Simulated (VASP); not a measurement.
Input of a VASP 6.6.1 run:

Contents of INCAR:

```
SYSTEM = MoS2
  ALGO = Normal
  EDIFF = 1E-6
  ENCUT = 520
  GGA = PS
  ISIF = 2
  ISMEAR = 0
  LASPH = .TRUE.
  LCHARG = .FALSE.
  LREAL = .FALSE.
  LWAVE = .FALSE.
  NBANDS = 20
  NELM = 80
  PREC = Accurate
  SIGMA = 0.5
```

File KPOINTS:

```
k-points
0
G
  6 6 6
  0 0 0
```

Contents of POSCAR:

```
MoS2
1.0
    1.5875907347      0.9165959380      6.1939395993
   -1.5875907347      0.9165959380      6.1939395993
    0.0000000000     -1.8331918760      6.1939395993
Mo S
1 2
Direct
   -0.0000146007     -0.0000146007     -0.0000146007
    0.4170015121      0.4170015121      0.4170015121
    0.2496797553      0.2496797553      0.2496797553
```

Potentials or basis: VASP PAW PBE potentials, release 64 (Mo_sv, S).

Launch:

```sh
$ cat potpaw_PBE.64/Mo_sv/POTCAR potpaw_PBE.64/S/POTCAR > POTCAR
$ mpirun -np 1 vasp_std > vasp.out
```

(1) Estimate the largest force.

(2) Estimate the band gap on the k mesh.

(3) Predict the pressure.

Answers

(1) 0.148 eV/Å.

(2) 0.93 eV (least direct gap 1.69 eV).

(3) -2.5 GPa.

Caveat: the PAW data sets were made with another functional, which shifts forces and pressure a little.
